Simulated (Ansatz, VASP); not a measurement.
AlAs in VASP and in Ansatz

```
Al As
1.0
     0.00000    2.95625    2.95625
     2.95625    0.00000    2.95625
     2.95625    2.95625    0.00000
Al As
1 1
Direct
  0.00000 0.00000 0.00000
  0.25000 0.25000 0.25000
```

Alike in both runs: task single point; functional PBE; k mesh 8 × 8 × 8; occupations gaussian, width 0.02 eV; no spin polarisation.

```csv
,VASP,Ansatz
version,VASP 6.6.1,Ansatz 0.2.0
potentials or method,"VASP PAW PBE potentials, release 64 (Al, As), cutoff 500 eV","scalar-relativistic, plane waves, PAW"
valence electrons in the cell,8,18
```

Ansatz gave:

```
gap on the k mesh at the Fermi level (eV) : 1.07
pressure (GPa)                            : -5.2
```

Q: Which values does VASP return?

A: gap on the k mesh at the Fermi level (eV): 1.07; pressure (GPa): -5.1.

VASP's potentials hold 8 valence electrons a cell and Ansatz's 18, so a difference there can come from the potentials and not from the codes.
